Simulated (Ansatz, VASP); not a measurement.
# One calculation of As, two programs

```
CELL_PARAMETERS angstrom
1.89144 1.09202 3.37139
-1.89144 1.09202 3.37139
0.00000 -2.18404 3.37139
ATOMIC_POSITIONS crystal
As 0.76971 0.76971 0.76971
As 0.23029 0.23029 0.23029
```

Alike in both runs: task relaxation of cell and atoms; functional PBE; dispersion D3(BJ); k mesh 15 × 15 × 15; occupations fermi-dirac, width 0.15 eV; no spin polarisation.

|  | VASP | Ansatz |
| --- | --- | --- |
| version | VASP 6.6.1 | Ansatz 0.2.0 |
| potentials or method | VASP PAW PBE potentials, release 64 (As), cutoff 600 eV | scalar-relativistic, plane waves, PAW |
| valence electrons in the cell | 10 | 30 |

```csv
,VASP,Ansatz,Ansatz less VASP
"gap on the k mesh at the Fermi level, each at its own relaxed structure (eV)",none,none,-
relaxed volume (Å³/atom),20.92,20.89,-0.030
relaxed length of the cell vector where the two differ most in proportion (Å),4.019,4.020,+0.0017
```

A gap of «none» marks a metal or a gap that the smearing closes. VASP's potentials hold 10 valence electrons a cell and Ansatz's 30, so a difference there can come from the potentials and not from the codes.
